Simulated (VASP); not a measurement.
# Li3Si2N (R-3m) in VASP: a series of runs, part 2 of 2

VASP 6.6.1.

## (3) Single point, PBE, collinear spin, ferromagnetic start

This run uses another cell than the first one, of 12.98 Å³/atom, 1.004 times its volume.

Contents of INCAR:

```
SYSTEM = Li3Si2N
  PREC = Accurate
  ENCUT = 520
  EDIFF = 1E-6
  ISMEAR = 0
  SIGMA = 0.1
  LREAL = .FALSE.
  LASPH = .TRUE.
  NELM = 150
  ALGO = Normal
  ISIF = 2
  LWAVE = .FALSE.
  LCHARG = .TRUE.
  ISPIN = 2
  MAGMOM = 0 0 0 0 0 1
  LORBIT = 11
  GGA = PE
  LELF = .TRUE.
  LVHAR = .TRUE.
  NBANDS = 24
```

Contents of KPOINTS:

```
regular mesh
0
G
  6 6 6
  0 0 0
```

Contents of POSCAR:

```
Li3Si2N
1.0
    2.3969940957      1.3839051864      3.9121764844
   -2.3969940957      1.3839051864      3.9121764844
    0.0000000000     -2.7678103729      3.9121764844
Li Si N
3 2 1
Direct
    0.5000000000      0.5000000000      0.0000000000
    0.0000000000      0.5000000000      0.5000000000
    0.5000000000      0.0000000000      0.5000000000
    0.1476896958      0.1476896958      0.1476896958
    0.8523103042      0.8523103042      0.8523103042
    0.0000000000      0.0000000000      0.0000000000
```

Potentials or basis: VASP PAW PBE potentials, release 64 (Li_sv, Si, N).

Started as:

```console
> cat potpaw_PBE.64/Li_sv/POTCAR potpaw_PBE.64/Si/POTCAR potpaw_PBE.64/N/POTCAR > POTCAR
> mpirun -np 1 vasp_std > vasp.out
```

It took 45 s on 1 thread of Intel Xeon 6975P-C (Granite Rapids), shared host; peak memory 0.27 GiB.

It converged, with:

```yaml
Free_energy: -25.3391 eV
Band_gap_on_the_k_mesh: zero (filled and empty bands overlap)
Net_moment: 0.00 μB per cell
Valence_electrons_inside_the_program's_atomic_spheres: Li 2.10; Si 1.59; N 3.79
```

Levels at points of the mesh, in eV from the Fermi level:
Spin up:
| k point | band 9 | band 10 | band 11 | band 12 | band 13 | band 14 |
| --- | --- | --- | --- | --- | --- | --- |
| (0.00, 0.00, 0.00) | -3.34 | -2.03 | -2.03 | 1.52 | 1.52 | 2.19 |
| (0.50, 0.00, 0.00) | -2.98 | -2.57 | -0.59 | 0.79 | 2.14 | 2.30 |
| (0.50, 0.50, 0.00) | -3.14 | -2.37 | -0.05 | 1.73 | 1.77 | 3.65 |
| (0.50, 0.50, 0.50) | -3.35 | -0.18 | 0.21 | 0.21 | 0.81 | 0.81 |
Spin down:
| k point | band 8 | band 9 | band 10 | band 11 | band 12 | band 13 | band 14 | band 15 |
| --- | --- | --- | --- | --- | --- | --- | --- | --- |
| (0.00, 0.00, 0.00) | -4.76 | -3.34 | -2.03 | -2.03 | 1.52 | 1.52 | 2.19 | 2.27 |
| (0.50, 0.00, 0.00) | -4.55 | -2.98 | -2.57 | -0.59 | 0.79 | 2.14 | 2.30 | 4.34 |
| (0.50, 0.50, 0.00) | -5.67 | -3.14 | -2.37 | -0.05 | 1.73 | 1.77 | 3.65 | 3.96 |
| (0.50, 0.50, 0.50) | -4.64 | -3.35 | -0.18 | 0.21 | 0.21 | 0.81 | 0.81 | 1.05 |

Caveat: the cutoff is under 1.25 times the usual one of these potentials, so pressure, stress and relaxed cells hold a basis-set (Pulay) error.

## (4) Single point, PBE

This run uses another cell than the first one, of 12.89 Å³/atom, 0.997 times its volume.

Contents of INCAR:

```
SYSTEM = Li3Si2N
PREC     = Accurate       ! precision mode
ENCUT    = 520            ! plane-wave cutoff, eV
EDIFF    = 1E-6           ! SCF threshold, eV
ISMEAR   = 0              ! smearing method
SIGMA    = 0.1            ! smearing width, eV
LREAL    = .FALSE.        ! projectors in reciprocal space
LASPH    = .TRUE.         ! aspherical terms in the spheres
NELM     = 80             ! most SCF steps
ALGO     = Normal         ! electronic algorithm
ISIF     = 2              ! what is computed and relaxed
LWAVE    = .FALSE.        ! write WAVECAR
LCHARG   = .TRUE.         ! write CHGCAR
GGA      = PE             ! functional
LELF     = .TRUE.         ! ELF
LVHAR    = .TRUE.       
NBANDS   = 20             ! bands
```

Contents of KPOINTS:

```
Automatic mesh
0
G
  12 12 12
  0 0 0
```

Contents of POSCAR:

```
Li3Si2N
1.0
    2.3875770368      1.3784682449      3.9172656691
   -2.3875770368      1.3784682449      3.9172656691
    0.0000000000     -2.7569364898      3.9172656690
Li Si N
3 2 1
Direct
    0.5000000000      0.5000000000      0.0000000000
    0.0000000000      0.5000000000      0.5000000000
    0.5000000000      0.0000000000      0.5000000000
    0.1477582195      0.1477582195      0.1477582195
    0.8522417805      0.8522417805      0.8522417805
    0.0000000000      0.0000000000      0.0000000000
```

Potentials or basis: VASP PAW PBE potentials, release 64 (Li_sv, Si, N).

Started as:

```console
> cat potpaw_PBE.64/Li_sv/POTCAR potpaw_PBE.64/Si/POTCAR potpaw_PBE.64/N/POTCAR > POTCAR
> mpirun -np 1 vasp_std > vasp.out
```

OUTCAR:

```text
SYSTEM = Li3Si2N
   PREC = Accurate
   ENCUT = 520
   EDIFF = 1E-6
   ISMEAR = 0
   LREAL = .FALSE.
   LASPH = .TRUE.
   NELM = 80
   ISIF = 2
   GGA = PE

 ion  position               nearest neighbor table
   1  0.500  0.500  0.000-   2 2.39   3 2.39   3 2.39   2 2.39   4 2.58   5 2.58
   2  0.000  0.500  0.500-   1 2.39   1 2.39   3 2.39   3 2.39   4 2.58   5 2.58
   3  0.500  0.000  0.500-   1 2.39   1 2.39   2 2.39   2 2.39   4 2.58   5 2.58
   4  0.148  0.148  0.148-   6 1.74   3 2.58   2 2.58   1 2.58   5 2.79   5 2.79   5 2.79
   5  0.852  0.852  0.852-   6 1.74   3 2.58   2 2.58   1 2.58   4 2.79   4 2.79   4 2.79
   6  0.000  0.000  0.000-   4 1.74   5 1.74
[... 760 lines left out ...]
  Total       -0.0585911     -0.0585911     -0.0999947      0.0000000     -0.0000000      0.0000000
  in kB       -1.2135397     -1.2135397     -2.0710905      0.0000000     -0.0000000      0.0000000
  external PRESSURE =      -1.4993900 kB  Pullay stress =       0.0000000 kB

 VOLUME and BASIS-vectors are now :
 -----------------------------------------------------------------------------
  energy-cutoff  :      520.00
  volume of cell :       77.36
      direct lattice vectors                 reciprocal lattice vectors
     2.387577037  1.378468245  3.917265669     0.209417327  0.120907150  0.085093369
    -2.387577037  1.378468245  3.917265669    -0.209417327  0.120907150  0.085093369
     0.000000000 -2.756936490  3.917265669     0.000000000 -0.241814300  0.085093369

 POSITION                                       TOTAL-FORCE (eV/Angst)
 -----------------------------------------------------------------------------------
      0.00000      1.37847      3.91727         0.000000     -0.000000     -0.000000
     -1.19379     -0.68923      3.91727         0.000000      0.000000      0.000000
      1.19379     -0.68923      3.91727        -0.000000      0.000000      0.000000
      0.00000      0.00000      1.73642         0.000000     -0.000000     -0.019763
      0.00000      0.00000     10.01537         0.000000      0.000000      0.019763
      0.00000      0.00000      0.00000         0.000000      0.000000      0.000000
 -----------------------------------------------------------------------------------
    total drift:                                0.000000      0.000000      0.000000

  FREE ENERGIE OF THE ION-ELECTRON SYSTEM (eV)
  ---------------------------------------------------
  free  energy   TOTEN  =       -25.3391443113 eV

  energy  without entropy=      -25.3286205733  energy(sigma->0) =      -25.33388244
```

It took 1.8 min on 1 thread of Intel Xeon 6975P-C (Granite Rapids), shared host; peak memory 0.38 GiB.

Results:

```yaml
Free_energy: -25.3391 eV
Largest_force: 0.020 eV/Å
Band_gap_on_the_k_mesh: zero (band 11 reaches 5.91 eV, above the bottom of band 12 at 5.18 eV)
```

Forces in eV/Å, atoms in the order of the input:
```
Li   0.000  0.000  0.000
Li   0.000  0.000  0.000
Li   0.000  0.000  0.000
Si   0.000  0.000 -0.020
Si   0.000  0.000  0.020
N    0.000  0.000  0.000
```

Levels at points of the mesh, in eV from the Fermi level:
```
           k point  band 8  band 9  band 10  band 11  band 12  band 13  band 14  band 15
(0.00, 0.00, 0.00)   -4.74   -3.31    -2.03    -2.03     1.54     1.54     2.20     2.30
(0.50, 0.00, 0.00)   -4.54   -2.99    -2.54    -0.59     0.81     2.13     2.33     4.41
(0.50, 0.50, 0.00)   -5.66   -3.12    -2.35    -0.05     1.73     1.81     3.71     4.01
(0.50, 0.50, 0.50)   -4.62   -3.31    -0.16     0.21     0.21     0.83     0.83     1.08
```

Caveat: the cutoff is under 1.25 times the usual one of these potentials, so pressure, stress and relaxed cells hold a basis-set (Pulay) error.

## (5) The runs side by side

| spin | cell | k mesh | gap on the mesh (eV) | moment (μB) | largest force (eV/Å) |
| --- | --- | --- | --- | --- | --- |
| collinear, ferromagnetic start | a = 4.725 Å, angles 61.8°, 6 atoms | 6 × 6 × 6 | none | 0.00 | 9.51 |
| collinear, ferromagnetic start | a = 4.792 Å, angles 60.0°, 6 atoms | 6 × 6 × 6 | none | 0.00 | - |
| off | a = 4.790 Å, angles 59.8°, 6 atoms | 12 × 12 × 12 | none | - | 0.02 |

Alike in all rows: task single point; level PBE; potentials or basis VASP PAW PBE potentials, release 64 (Li_sv, Si, N); cutoff (eV) 520; smearing gaussian 0.1 eV.

Caveats: the cutoff is under 1.25 times the usual one of these potentials, so pressure, stress and relaxed cells hold a basis-set (Pulay) error; forces of over 1 eV/Å act on the atoms, so gaps and moduli don't describe the material at rest (some runs).

Total energies depend on the potentials used, so only differences within one code and one set of settings carry meaning.
